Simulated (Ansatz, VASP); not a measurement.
**One calculation of ZnS, two programs**

File INCAR:

```
SYSTEM = ZnS
PREC = Accurate
ENCUT = 520
EDIFF = 1E-6
ISMEAR = 0
SIGMA = 0.05
LREAL = .FALSE.
LASPH = .TRUE.
NELM = 80
ALGO = Normal
ISIF = 2
LWAVE = .FALSE.
LCHARG = .FALSE.
GGA = PE
IVDW = 12
NBANDS = 16
```

The input KPOINTS:

```
Automatic mesh
0
G
  8 8 8
  0 0 0
```

Contents of POSCAR:

```
ZnS
1.0
    0.0000000000      2.7056591795      2.7056591795
    2.7056591795      0.0000000000      2.7056591795
    2.7056591795      2.7056591795      0.0000000000
Zn S
1 1
Direct
    0.0000000000      0.0000000000      0.0000000000
    0.7500000000      0.7500000000      0.7500000000
```

Input for Ansatz:

```yaml
crystal:
  lattice:
    - [0.0, 2.7056591795, 2.7056591795]
    - [2.7056591795, 0.0, 2.7056591795]
    - [2.7056591795, 2.7056591795, 0.0]
  atoms:
    - { symbol: Zn, position: [0.0, 0.0, 0.0] }
    - { symbol: S, position: [0.75, 0.75, 0.75] }
basis:
  ecutwfc: 420
  ecutrho_ratio: 4
kpoints:
  mp_grid: { grid: [8, 8, 8] }
hamiltonian:
  xc: pbe
  dispersion: d3bj
scf:
  occupations: { method: gaussian, width: 0.05 }
output:
  forces: true
  stress: true
  eigenvalues: true
```

Alike in both runs: task single point; functional PBE; dispersion D3(BJ); k mesh 8 × 8 × 8; occupations gaussian, width 0.05 eV; no spin polarisation.

```csv
,VASP,Ansatz
version,VASP 6.6.1,Ansatz 0.2.0
potentials or method,"VASP PAW PBE potentials, release 64 (Zn, S), cutoff 520 eV","scalar-relativistic, plane waves, PAW"
valence electrons in the cell,18,18
```

|  | VASP | Ansatz | Ansatz less VASP |
| --- | --- | --- | --- |
| gap on the k mesh at the Fermi level (eV) | 2.10 | 2.09 | -0.005 |
| least direct gap on the mesh (eV) | 2.10 | 2.09 | -0.005 |
| pressure (GPa) | -1.3 | -1.5 | -0.16 |
